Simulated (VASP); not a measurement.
# V (Im-3m) in VASP: single point with PBE+D3(BJ)

Aim: the single point of V with PBE+D3(BJ).

Everything below comes from runs of VASP 6.6.1. Logs are shortened: lines on timing, memory, paths and dates and some standing lists are left out, and cuts for length are marked.

## (1) The cell of the first run

It takes space group Im-3m (No. 229, cubic). The conventional cell has a = 3.029 Å, b = 3.029 Å, c = 3.029 Å, α = 90.00°, β = 90.00°, γ = 90.00°. V (site symmetry m-3m) has 14 V at 2.62 to 3.03 Å within 3.5 Å.

## (2) Single point, PBE+D3(BJ), collinear spin, antiferromagnetic start

INCAR

```
SYSTEM = V
PREC = Accurate
ENCUT = 500
EDIFF = 1E-6
ISMEAR = -1
SIGMA = 0.02
LREAL = .False.
LASPH = .True.
NELM = 200
ALGO = Normal
ISIF = 2
LWAVE = .False.
LCHARG = .True.
ISPIN = 2
MAGMOM = 1.2 -1.2
LORBIT = 11
LMAXMIX = 4
GGA = PE
IVDW = 12
LELF = .True.
LVHAR = .True.
NBANDS = 24
GGA_COMPAT = .False.
```

KPOINTS

```
Automatic mesh
0
Gamma
  13 13 13
  0 0 0
```

POSCAR

```
V
1.0
   -3.0287000000      3.0287000000      3.0287000000
    1.5143500000     -1.5143500000      1.5143500000
    1.5143500000      1.5143500000     -1.5143500000
V
2
Direct
    0.0000000000      0.0000000000      0.0000000000
    0.5000000000      0.0000000000      0.0000000000
```

Potentials or basis: VASP PAW PBE potentials, release 64 (V_sv).

The run is started by

```bash
cat potpaw_PBE.64/V_sv/POTCAR > POTCAR
mpirun -np 1 vasp_std > vasp.out
```

OUTCAR:

```text
SYSTEM = V
   PREC = Accurate
   ENCUT = 500
   EDIFF = 1E-6
   ISMEAR = -1
   LREAL = .False.
   LASPH = .True.
   NELM = 200
   ISIF = 2
   ISPIN = 2
   LORBIT = 11
   GGA = PE
   IVDW = 12
 IVDW          = 12

 ion  position               nearest neighbor table
   1  0.000  0.000  0.000-   2 2.62   2 2.62   2 2.62   2 2.62
   2  0.500  0.000  0.000-   1 2.62   1 2.62   1 2.62   1 2.62

  LATTYP: Found a base centered orthorhombic cell.
 ALAT       =     3.0287000000
 B/A-ratio  =     1.4142135624
 C/A-ratio  =     1.4142135624

  Lattice vectors:

 A1 = (   1.5143500000,  -1.5143500000,   1.5143500000)
 A2 = (   1.5143500000,   1.5143500000,  -1.5143500000)
 A3 = (   0.0000000000,   3.0287000000,   3.0287000000)

Analysis of symmetry for initial positions (statically):
=====================================================================
 Subroutine PRICEL returns following result:

  LATTYP: Found a body centered cubic cell.
 ALAT       =     3.0287000000
[... 12 lines left out ...]
 Subroutine GETGRP returns: Found  8 space group operations
 (whereof  8 operations were pure point group operations)
 out of a pool of  8 trial point group operations.

The static configuration has the point symmetry D_2h.

Analysis of symmetry for dynamics (positions and initial velocities):
=====================================================================
 Subroutine PRICEL returns following result:

  LATTYP: Found a body centered cubic cell.
 ALAT       =     3.0287000000
[... 12 lines left out ...]
 Subroutine GETGRP returns: Found  8 space group operations
 (whereof  8 operations were pure point group operations)
 out of a pool of  8 trial point group operations.

The dynamic configuration has the point symmetry D_2h.

Analysis of structural, dynamic, and magnetic symmetry:
=====================================================================
 Subroutine PRICEL returns following result:

  LATTYP: Found a body centered cubic cell.
 ALAT       =     3.0287000000
[... 12 lines left out ...]
 Subroutine GETGRP returns: Found  8 space group operations
 (whereof  8 operations were pure point group operations)
 out of a pool of  8 trial point group operations.

The overall configuration has the point symmetry D_2h.

 Subroutine INISYM returns: Found  8 space group operations
 (whereof  8 operations are pure point group operations),
 and found     2 'primitive' translations

[... 113 lines left out ...]
  volume/ion in A,a.u.               =      13.89        93.74
  Fermi-wavevector in a.u.,A,eV,Ry     =   1.601313  3.026044 34.888125  2.564205
  Thomas-Fermi vector in A             =   2.698311
   LORBIT       =     11    0 simple, 1 ext, 2 COOP (PROOUT), +10 PAW based schemes
   GGA     = PE    functional components
   LHFCALC =     F    Hartree Fock is set to
   AEXX    =    0.0000 exact exchange contribution
   IVDW    =    12    specifies the selected vdW correction
   LEPSILON=     F    determine dielectric tensor
   LRPA    =     F    only Hartree local field effects (RPA)
 spin polarized calculation
  energy-cutoff  :      500.00
  volume of cell :       27.78
 maximum number of plane-waves:       724
   NGX = 19   NGY =  9   NGZ =  9

 number of electron      25.9999993 magnetization      -0.0000000

 number of electron      25.9999993 magnetization       0.0000000

 Free energy of the ion-electron system (eV)
  ---------------------------------------------------
  ext. energy  EPLUGINS =         0.00000000
  ---------------------------------------------------
  free energy    TOTEN  =       -17.97120926 eV

  energy without entropy =      -17.96637505  energy(sigma->0) =      -17.96879216

 E-fermi :   9.3212     XC(G=0): -12.7394

 val. band max:        9.3172120732   @ k =   0.0000  -0.3077   0.3077
 cond. band min:       9.3241861290   @ k =  -0.3846   0.3846   0.3846
 fundamental gap:      0.0069740558
 Fermi energy:         9.3211861752

 spin component 1

 k-point     1 :       0.0000    0.0000    0.0000
  band No.  band energies     occupation
      1     -54.4363      1.00000
      2     -54.2614      1.00000
      3     -28.6004      1.00000
      4     -28.0406      1.00000
      5     -27.7880      1.00000
      6     -27.7861      1.00000
[... 637 lines left out ...]
     23      24.4947      0.00000
     24      26.8685      0.00000

 [... further k-points ...]

 spin component 2

 k-point     1 :       0.0000    0.0000    0.0000
  band No.  band energies     occupation
      1     -54.4363      1.00000
      2     -54.2614      1.00000
      3     -28.6004      1.00000
      4     -28.0406      1.00000
      5     -27.7880      1.00000
      6     -27.7861      1.00000
[... 637 lines left out ...]
     23      24.4947      0.00000
     24      26.8685      0.00000

 [... further k-points ...]

------------------------ aborting loop because EDIFF is reached ----------------------------------------

 Edisp (eV)   -1.31526

 E8    (eV) :    -0.6146

  FORCE on cell =-STRESS in cart. coord.  units (eV):
  Direction    XX          YY          ZZ          XY          YZ          ZX
  --------------------------------------------------------------------------------------
  -------------------------------------------------------------------------------------
  Total      -2.27767    -2.29355    -2.29355     0.00000    -0.03143     0.00000
  in kB    -131.35063  -132.26634  -132.26634     0.00000    -1.81264     0.00000
  external pressure =     -131.96 kB  Pullay stress =        0.00 kB

 VOLUME and BASIS-vectors are now :
 -----------------------------------------------------------------------------
  energy-cutoff  :      500.00
  volume of cell :       27.78
      direct lattice vectors                 reciprocal lattice vectors
    -3.028700000  3.028700000  3.028700000     0.000000000  0.165087331  0.165087331
     1.514350000 -1.514350000  1.514350000     0.330174662  0.000000000  0.330174662
     1.514350000  1.514350000 -1.514350000     0.330174662  0.330174662  0.000000000

 POSITION                                       TOTAL-FORCE (eV/Angst)
 -----------------------------------------------------------------------------------
      0.00000      0.00000      0.00000        -0.000000      0.000000     -0.000000
     -1.51435      1.51435      1.51435         0.000000     -0.000000      0.000000
 -----------------------------------------------------------------------------------
    total drift:                               -0.000000     -0.000000      0.000000

  FREE ENERGIE OF THE ION-ELECTRON SYSTEM (eV)
  ---------------------------------------------------
  free  energy   TOTEN  =       -19.2864678810 eV

  energy  without entropy=      -19.2816336674  energy(sigma->0) =      -19.28405077

 total charge

# of ion       s       p       d       tot
------------------------------------------
    1        2.333   6.213   3.053  11.598
    2        2.333   6.213   3.053  11.598
--------------------------------------------------
tot          4.666  12.426   6.105  23.197

 magnetization (x)

# of ion       s       p       d       tot
------------------------------------------
    1        0.000   0.000   0.000   0.000
    2       -0.000  -0.000  -0.000  -0.000
--------------------------------------------------
tot          0.000   0.000   0.000   0.000
```

OSZICAR:

```text
N       E                     dE             d eps       ncg     rms          rms(c)
DAV:   1     0.283624631625E+03    0.28362E+03   -0.14178E+04 32984   0.122E+03
DAV:   2    -0.130206973132E+02   -0.29665E+03   -0.28738E+03 33872   0.403E+02
DAV:   3    -0.204960726058E+02   -0.74754E+01   -0.74514E+01 37848   0.755E+01
DAV:   4    -0.205441255207E+02   -0.48053E-01   -0.48051E-01 36256   0.641E+00
DAV:   5    -0.205448024239E+02   -0.67690E-03   -0.67690E-03 37960   0.702E-01    0.254E+01
DAV:   6    -0.179182089197E+02    0.26266E+01   -0.67714E+00 33672   0.302E+01    0.322E+00
DAV:   7    -0.179678805308E+02   -0.49672E-01   -0.30664E-01 35016   0.481E+00    0.280E+00
DAV:   8    -0.179697777451E+02   -0.18972E-02   -0.15744E-02 37464   0.127E+00    0.112E+00
DAV:   9    -0.179676055377E+02    0.21722E-02   -0.38212E-02 36872   0.122E+00    0.399E-01
DAV:  10    -0.179700604735E+02   -0.24549E-02   -0.22163E-02 35344   0.621E-01    0.185E-01
DAV:  11    -0.179706909078E+02   -0.63043E-03   -0.33886E-03 41792   0.293E-01    0.121E-01
DAV:  12    -0.179711042546E+02   -0.41335E-03   -0.54887E-03 46184   0.328E-01    0.481E-02
DAV:  13    -0.179711797699E+02   -0.75515E-04   -0.65013E-04 40568   0.118E-01    0.285E-02
DAV:  14    -0.179712029044E+02   -0.23134E-04   -0.28502E-04 40416   0.714E-02    0.110E-02
DAV:  15    -0.179712086905E+02   -0.57861E-05   -0.82969E-05 41008   0.408E-02    0.345E-03
DAV:  16    -0.179712092627E+02   -0.57218E-06   -0.28448E-06 28200   0.122E-02
   1 F= -.19286468E+02 E0= -.19284051E+02  d E =-.483421E-02  mag=     0.0000
```

It took 10 min on 1 thread of Intel Xeon 8259CL, shared host; peak memory 0.39 GiB.

What came out:

```yaml
Free_energy: -19.2865 eV
Pressure: -13.2 GPa
Band_gap_on_the_k_mesh: zero (filled and empty bands overlap)
Net_moment: 0.00 μB per cell
Valence_electrons_inside_the_program's_atomic_spheres: V 11.60
Dispersion_energy_per_atom: -0.658 eV
```

Levels at points of the mesh, in eV from the Fermi level:
Spin up:
```tsv
k point	band 10	band 11	band 12	band 13	band 14	band 15	band 16	band 17
(0.00, 0.00, 0.00)	-3.06	-1.07	0.41	0.41	0.41	1.54	2.33	2.34
```
Spin down:
```
           k point  band 9  band 10  band 11  band 12  band 13  band 14  band 15  band 16  band 17  band 18
(0.00, 0.00, 0.00)   -6.51    -3.06    -1.07     0.41     0.41     0.41     1.54     2.33     2.34     2.34
```

Caveat: pairwise dispersion overbinds metals, which lowers pressure and volume.
